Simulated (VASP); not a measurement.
The system is WAu.

```
W Au
1.0
     0.00000    2.90921    2.90921
     2.90921    0.00000    2.90921
     2.90921    2.90921    0.00000
W Au
1 1
Direct
  0.00000 0.00000 0.00000
  0.75000 0.75000 0.75000
```

```yaml
Program: VASP 6.6.1
Task: relaxation of cell and atoms
Functional: PBEsol-based screened hybrid with 25 % exact exchange
Potentials_or_basis: VASP PAW PBE potentials, release 64 (W_sv, Au)
Cutoff: 600 eV
k_mesh: 4 × 4 × 4
Occupations: fermi-dirac, width 0.05 eV
Spin: no spin polarisation
```

At the start: pressure -6.8 GPa; volume 24.62 Å³/atom.

Problem. How do energy, volume and symmetry change on relaxing?

Solution. Over 4 steps the energy falls by 27.0 meV/atom and the volume is 23.42 Å³/atom (-4.9 %); space group F-43m (No. 216, to 0.1 Å) before and after.

The path:
```tsv
step	energy change (eV)	largest force (eV/Å)	pressure (GPa)	volume (Å³)
1	0.0000	0.0000	-6.78	49.24
2	0.2141	0.0000	20.48	42.18
3	-0.0539	0.0000	-0.27	46.91
4	-0.0540	0.0000	-0.06	46.84
```

Final structure:
```xyz
2
Lattice="0.0000 2.8610 2.8610 2.8610 0.0000 2.8610 2.8610 2.8610 0.0000" Properties=species:S:1:pos:R:3 pbc="T T T"
W     0.0000    2.8610    2.8610
Au    4.2915    4.2915    4.2915
```

Caveat: the k points lie up to 0.48 Å⁻¹ apart in the final cell, too coarse for converged energies and pressures of a metal; the PAW data sets were made with another functional, which shifts forces and pressure a little.
